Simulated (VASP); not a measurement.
Here is a VASP 6.6.1 calculation.

INCAR

```
PREC = Accurate
ENCUT = 600
EDIFF = 1E-7
ISMEAR = 0
SIGMA = 0.1
LREAL = False
LASPH = True
NELM = 80
ALGO = Normal
ISIF = 3
LWAVE = False
LCHARG = False
GGA = PE
IBRION = 2
NSW = 90
EDIFFG = -0.04
```

KPOINTS

```
regular mesh
0
Gamma
  4 4 4
```

Contents of POSCAR:

```
Be6N
1.0
    3.8257329400      0.0000000000      0.0000000000
    0.0000000000      3.8257329400      0.0000000000
    0.0000000000      0.0000000000      3.8257329400
Be N
6 1
Direct
    0.5000000000      0.0000000000      0.0000000000
    0.0000000000      0.5000000000      0.0000000000
    0.0000000000      0.0000000000      0.5000000000
    0.0000000000      0.5000000000      0.5000000000
    0.5000000000      0.0000000000      0.5000000000
    0.5000000000      0.5000000000      0.0000000000
    0.5000000000      0.5000000000      0.5000000000
```

Potentials or basis: VASP PAW PBE potentials, release 64 (Be, N).

Launch:

```bash
$ cat potpaw_PBE.64/Be/POTCAR potpaw_PBE.64/N/POTCAR > POTCAR
$ mpirun -np 1 vasp_std > vasp.out
```

(1) What does it give for the relaxed cell?

(2) What does it give for the band gap on the k mesh?

(3) Estimate the space group after relaxing (to 0.1 Å).

(4) Predict the relaxed volume.

## Answers

(1) a = 4.132 Å, b = 4.132 Å, c = 4.132 Å, α = 90.00°, β = 90.00°, γ = 90.00°.

(2) zero (an odd number of electrons rules out a gap without spin polarisation).

(3) Pm-3m (No. 221).

(4) 10.08 Å³/atom.

Caveat: the k points lie up to 0.38 Å⁻¹ apart in the final cell, too coarse for converged energies and pressures of a metal; the volume moved by over 15 % at a fixed basis, so the end points are rough.
